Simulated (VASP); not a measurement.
Input of a VASP 6.6.1 run:

The input INCAR:

```
PREC     = Accurate       # precision mode
ENCUT    = 820            # plane-wave cutoff, eV
EDIFF    = 1E-6           # SCF threshold, eV
ISMEAR   = 0              # smearing method
SIGMA    = 0.1            # smearing width, eV
LREAL    = False          # projectors in reciprocal space
LASPH    = True           # aspherical terms in the spheres
NELM     = 120            # most SCF steps
ALGO     = Normal         # electronic algorithm
ISIF     = 2              # what is computed and relaxed
LWAVE    = False          # write WAVECAR
LCHARG   = True           # write CHGCAR
GGA      = PE             # functional
LELF     = True           # ELF
LVHAR    = True         
NBANDS   = 16             # bands
GGA_COMPAT= False
```

The input KPOINTS:

```
regular mesh
0
Gamma
  4 4 4
```

POSCAR

```
Cu
1.0
   -1.4427933200      1.4427933200      1.3760814500
    1.4427933200     -1.4427933200      1.3760814500
    1.4427933200      1.4427933200     -1.3760814500
Cu
1
Direct
    0.0000000000      0.0000000000      0.0000000000
```

Potentials or basis: VASP PAW PBE potentials, release 64 (Cu_sv_GW).

Run with:

```console
$ cat potpaw_PBE.64/Cu_sv_GW/POTCAR > POTCAR
$ mpirun -np 1 vasp_std > vasp.out
```

Question: What does it give for the band gap on the k mesh?

Answer: Zero (an odd number of electrons rules out a gap without spin polarisation).

Question: Estimate the pressure.

Answer: 5.4 GPa.

Stress tensor (GPa, compression positive):
```
6.01 0.00 0.00
0.00 6.01 0.00
0.00 0.00 4.32
```

Caveat: the k points lie up to 0.79 Å⁻¹ apart, too coarse for converged energies and pressures of a metal.
